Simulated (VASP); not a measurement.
## AsP2: relaxation of cell and atoms with PBE

Crystal: AsP2.

```
P As
1.0
    -2.07015    2.07015    3.39526
     2.07015   -2.07015    3.39526
     2.07015    2.07015   -3.39526
P As
2 1
Direct
  0.59300 0.59300 0.00000
  0.40700 0.40700 0.00000
  0.00000 0.00000 0.00000
```

```yaml
Program: VASP 6.6.1
Task: relaxation of cell and atoms
Functional: PBE
Potentials_or_basis: VASP PAW PBE potentials, release 64 (P, As)
Cutoff: 500 eV
k_mesh: 6 × 6 × 6
Occupations: gaussian, width 0.1 eV
Spin: no spin polarisation
Dipole_correction: no
Further_INCAR_settings: ALGO = Normal; EDIFF = 1e-07; IBRION = 2; EDIFFG = -0.04; NSW = 90; ISIF = 3
```

```
Relaxed volume                        : 19.15 Å³/atom
Relaxed cell                          : a = 6.313 Å, b = 6.313 Å, c = 6.313 Å, α = 151.43°, β = 151.43°, γ = 40.85°
Space group after relaxing (to 0.1 Å) : I4/mmm (No. 139)
Pressure after relaxing               : -0.3 GPa
Largest force after relaxing          : 0.020 eV/Å
Band gap on the k mesh                : zero (an odd number of electrons rules out a gap without spin polarisation)
```

Forces in eV/Å, atoms in the order of the input:
```
P    0.000  0.000  0.020
P    0.000  0.000 -0.020
As   0.000  0.000  0.000
```

Stress tensor (GPa, compression positive):
```
-0.31  0.00  0.00
 0.00 -0.31  0.00
 0.00  0.00 -0.20
```

Final structure:
```cif
data_structure
_symmetry_space_group_name_H-M 'P 1'
_symmetry_Int_Tables_number 1
_cell_length_a 6.3134
_cell_length_b 6.3134
_cell_length_c 6.3134
_cell_angle_alpha 151.427
_cell_angle_beta 151.427
_cell_angle_gamma 40.850
_cell_volume 57.44
loop_
_atom_site_label
_atom_site_type_symbol
_atom_site_fract_x
_atom_site_fract_y
_atom_site_fract_z
_atom_site_occupancy
P1 P 0.21954 0.21954 0.00000 1
P2 P 0.78046 0.78046 0.00000 1
As1 As 0.00000 0.00000 0.00000 1
```

Levels at points of the mesh, in eV from the Fermi level:
| k point | band 4 | band 5 | band 6 | band 7 | band 8 | band 9 | band 10 | band 11 |
| --- | --- | --- | --- | --- | --- | --- | --- | --- |
| (0.00, 0.00, 0.00) | -3.22 | -3.22 | -0.97 | 1.10 | 1.43 | 2.07 | 2.07 | 2.43 |
| (0.50, 0.00, 0.00) | -5.47 | -3.79 | -2.75 | -0.05 | 0.02 | 2.21 | 3.59 | 3.77 |
| (0.50, 0.50, 0.00) | -7.97 | -7.91 | -3.18 | -3.01 | -2.48 | -0.41 | 1.46 | 4.38 |
| (0.50, 0.50, 0.50) | -4.25 | -3.26 | -3.26 | -0.95 | 2.37 | 2.55 | 2.55 | 5.47 |

Run time: 26 min on 1 thread of Oxide Virtual Turin-like Processor, on a shared host, peak memory 0.2 GiB.

Caveat: a cell axis changed by over 15 % at a fixed basis, so the end point is rough; an odd number of electrons without spin polarisation forces a metal; a magnetic or distorted state may lie lower.
